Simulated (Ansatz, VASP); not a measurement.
**One calculation of MnO2, two programs**

```xyz
3
Lattice="2.9203 0.0000 0.0000 -1.4602 2.5291 0.0000 0.0000 0.0000 5.5070" Properties=species:S:1:pos:R:3 pbc="T T T"
Mn    0.0000    0.0000    0.0000
O     0.0000    1.6860    0.9520
O     1.4602    0.8430    4.5550
```

Alike in both runs: task single point; functional PBE; k mesh 10 × 10 × 6; occupations gaussian, width 0.05 eV; collinear spin; Hubbard terms Mn d U = 7.0 eV.

|  | VASP | Ansatz |
| --- | --- | --- |
| version | VASP 6.6.1 | Ansatz 0.2.0 |
| potentials or method | VASP PAW PBE potentials, release 64 (Mn_pv, O), cutoff 520 eV | scalar-relativistic, plane waves, PAW |
| valence electrons in the cell | 25 | 27 |

|  | VASP | Ansatz | Ansatz less VASP |
| --- | --- | --- | --- |
| gap on the k mesh at the Fermi level (eV) | 1.37 | 1.30 | -0.064 |
| least direct gap on the mesh (eV) | 1.56 | 1.50 | -0.059 |
| pressure (GPa) | 5.9 | 6.9 | +0.96 |
| traceless stress, the component that is largest in VASP (GPa) | -2.54 | -3.34 | -0.801 |
| rms of the force components (eV/Å) | 0.224 | 0.223 | -0.0004 |
| net moment per atom (μB) | 1.00 | 1.00 | 0.000 |
| size of the moment on the site where the two differ most (μB) | 3.59 | 3.18 | -0.406 |

Site moments also hang on the region over which each program counts them. The programs project onto different local orbitals, so the same U acts differently, and such runs can settle in different states. Atom by atom the forces differ by 0.000 eV/Å (rms over components). VASP's potentials hold 25 valence electrons a cell and Ansatz's 27, so a difference there can come from the potentials and not from the codes.
